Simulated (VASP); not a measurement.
Runs of VASP 6.6.1 on CsP2. The structure is that of space group Fm-3m (No. 225), or close to it. The cells are those of the table. 

```tsv
task	cell	k mesh	cutoff (eV)	gap on the mesh (eV)	pressure (GPa)	relaxed volume (Å³/atom)
single point	a = 4.801 Å, angles 60.0°, 3 atoms	6 × 6 × 6	520	none	9.4	-
relaxation of cell and atoms	relaxed from a = 5.245 Å, angles 60.0°, 3 atoms	12 × 12 × 12	600	none	0.0	34.80
single point	a = 5.245 Å, angles 60.0°, 3 atoms	4 × 4 × 4	520	none	0.4	-
single point	a = 5.279 Å, angles 60.0°, 3 atoms	12 × 12 × 12	520	none	(a)	-
relaxation of cell and atoms	relaxed from a = 4.801 Å, angles 60.0°, 3 atoms	4 × 4 × 4	600	none	-0.1	(b)
```

Alike in all rows: level PBE; potentials or basis VASP PAW PBE potentials, release 64 (Cs_sv, P); no spin polarisation; smearing gaussian 0.1 eV.

Question: Fill in the values left out.

Answer: (a) 0.1; (b) 35.01.

Caveats: some runs use coarse meshes; spin-orbit coupling is left out, which moves the levels of the heavy elements; the volume moved by over 15 % at a fixed basis, so the end points are rough (some runs).

A k mesh can miss the band edges, and the runs leave out spin-orbit coupling on Cs.

A gap of «none» marks levels without a gap at the run's occupations.
